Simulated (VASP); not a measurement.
Write the native input for VASP 6.6.1 that does the following.

* Task: single point
* Functional: PBEsol
* Potentials or basis: VASP PAW PBE potentials, release 64 (Si, C)
* Cutoff: 520 eV
* k mesh: 10 × 10 × 10
* Occupations: gaussian, width 0.01 eV
* Spin: no spin polarisation
* Dipole correction: no
* Further INCAR settings: ALGO = Normal; EDIFF = 1e-06; NBANDS = 11

The structure of SiC lies in POSCAR:

```
SiC
1.0
    0.0000000000      2.1784118705      2.1784118705
    2.1784118705      0.0000000000      2.1784118705
    2.1784118705      2.1784118705      0.0000000000
Si C
1 1
Direct
   -0.0022952501     -0.0022952501     -0.0022952501
    0.7500000000      0.7500000000      0.7500000000
```

This cell differs from its parent crystal: atom 1 moved by [-0.01, -0.01, -0.01] A.

The input as run:

INCAR

```
PREC = Accurate ; ENCUT = 520
EDIFF = 1E-6 ; ISMEAR = 0
SIGMA = 0.01 ; LREAL = F
LASPH = T ; NELM = 100
ALGO = Normal ; ISIF = 2
LWAVE = F ; LCHARG = F
GGA = PS ; NBANDS = 11
```

KPOINTS

```
regular mesh
0
Gamma
  10 10 10
```

Potentials or basis: VASP PAW PBE potentials, release 64 (Si, C).

Command:

```sh
$ cat potpaw_PBE.64/Si/POTCAR potpaw_PBE.64/C/POTCAR > POTCAR
$ mpirun -np 1 vasp_std > vasp.out
```

It gave:

```
Pressure               : 0.4 GPa
Largest force          : 0.345 eV/Å
Band gap on the k mesh : 1.19 eV, indirect (least direct gap 4.42 eV)
```

Caveat: the cell differs from its parent crystal (atom 1 moved by [-0.01, -0.01, -0.01] A); the PAW data sets were made with another functional, which shifts forces and pressure a little.

Wall time 9.4 s on 1 thread of Intel(R) Xeon(R) Platinum 8488C (Sapphire Rapids), with other jobs on the host, peak memory 0.15 GiB.
